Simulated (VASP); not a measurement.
Runs of VASP 6.6.1 on BN. The structure is that of space group P6_3/mmc (No. 194), or close to it. The cells are those of the table. 

```tsv
task	level	potentials or basis	cell	k mesh	cutoff (eV)	smearing	gap on the mesh (eV)	pressure (GPa)	relaxed volume (Å³/atom)
single point	PBE+D4	VASP PAW PBE potentials, release 64 (B, N)	a = 2.507, b = 2.507, c = 6.554 Å, angles 90.0, 90.0, 120.0°, 4 atoms	12 × 12 × 4	520	fermi-dirac 0.02 eV	4.24	0.1	-
single point	PBE	VASP PAW PBE potentials, release 64 (B, N)	a = 2.501, b = 2.501, c = 6.524 Å, angles 90.0, 90.0, 120.0°, 4 atoms	12 × 12 × 4	520	gaussian 0.01 eV	4.24	4.7	-
relaxation of cell and atoms	r2SCAN+rVV10	VASP PAW PBE potentials, release 64 (B, N)	relaxed from a = 2.506, b = 2.506, c = 6.614 Å, angles 90.0, 90.0, 120.0°, 4 atoms	12 × 12 × 4	600	fermi-dirac 0.02 eV	(a)	0.0	8.81
single point	PBE+D3(BJ)	VASP PAW PBE potentials, release 64 (B, N)	a = 2.506, b = 2.506, c = 6.614 Å, angles 90.0, 90.0, 120.0°, 4 atoms	12 × 12 × 4	520	fermi-dirac 0.02 eV	4.27	0.1	-
single point	r2SCAN+rVV10	VASP PAW PBE potentials, release 64 (B, N)	a = 2.501, b = 2.501, c = 6.524 Å, angles 90.0, 90.0, 120.0°, 4 atoms	12 × 12 × 4	520	fermi-dirac 0.02 eV	4.80	0.4	-
relaxation of cell and atoms	PBE+D4	VASP PAW PBE potentials, release 64 (B, N)	relaxed from a = 2.506, b = 2.506, c = 6.614 Å, angles 90.0, 90.0, 120.0°, 4 atoms	12 × 12 × 4	600	fermi-dirac 0.02 eV	(b)	0.0	8.84
single point	r2SCAN	VASP PAW PBE potentials, release 64 (B, N)	a = 2.501, b = 2.501, c = 6.524 Å, angles 90.0, 90.0, 120.0°, 4 atoms	12 × 12 × 4	520	gaussian 0.01 eV	4.84	1.0	-
single point	LDA	VASP PAW LDA potentials, release 64 (B, N)	a = 2.501, b = 2.501, c = 6.524 Å, angles 90.0, 90.0, 120.0°, 4 atoms	12 × 12 × 4	520	gaussian 0.01 eV	4.04	(d)	-
single point	PBE	VASP PAW PBE potentials, release 64 (B, N)	a = 2.501, b = 2.501, c = 6.524 Å, angles 90.0, 90.0, 120.0°, 4 atoms	12 × 12 × 4	520	fermi-dirac 0.02 eV	4.24	4.7	-
single point	PBE	VASP PAW PBE potentials, release 64 (B, N)	a = 2.501, b = 2.501, c = 6.524 Å, angles 90.0, 90.0, 120.0°, 4 atoms	6 × 6 × 2	520	gaussian 0.01 eV	(c)	4.7	-
```

Alike in all rows: no spin polarisation.

Q: Fill in the values left out.

A: (a) 4.79; (b) 4.22; (c) 4.26; (d) -3.1.

Caveats: some runs use coarse meshes; this functional lacks dispersion, which binds the layers, so the pressure and a relaxed spacing across them are unreliable (some runs); the PAW data sets were made with another functional, which shifts forces and pressure a little (some runs).

A k mesh can miss the band edges.
